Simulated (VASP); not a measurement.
The system is Li2S.

```
CELL_PARAMETERS angstrom
0.00000 2.88257 2.88257
2.88257 0.00000 2.88257
2.88257 2.88257 0.00000
ATOMIC_POSITIONS crystal
Li 0.25000 0.25000 0.25000
Li 0.75000 0.75000 0.75000
S 0.00000 0.00000 0.00000
```

```yaml
Program: VASP 6.6.1
Task: relaxation of cell and atoms
Functional: r2SCAN
Potentials_or_basis: VASP PAW PBE potentials, release 64 (Li_sv, S)
Cutoff: 830 eV
k_mesh: 8 × 8 × 8
Occupations: tetrahedron
Spin: no spin polarisation
```

At the start: pressure -1.7 GPa; volume 15.97 Å³/atom.

Where does the relaxation end?

Over 4 steps the energy falls by 3.9 meV/atom and the volume is 15.28 Å³/atom (-4.3 %); space group Fm-3m (No. 225, to 0.1 Å) before and after.

The path:
```csv
step,energy change (eV),largest force (eV/Å),pressure (GPa),volume (Å³)
1,0.0000,0.0000,-1.74,47.90
2,-0.0095,0.0000,-0.77,46.71
3,-0.0115,0.0000,-0.16,46.03
4,-0.0116,0.0000,0.00,45.85
```

Final structure:
```
Li S
1.0
     0.00000    2.84069    2.84069
     2.84069    0.00000    2.84069
     2.84069    2.84069    0.00000
Li S
2 1
Direct
  0.25000 0.25000 0.25000
  0.75000 0.75000 0.75000
  0.00000 0.00000 0.00000
```

Caveat: the PAW data sets were made with another functional, which shifts forces and pressure a little.
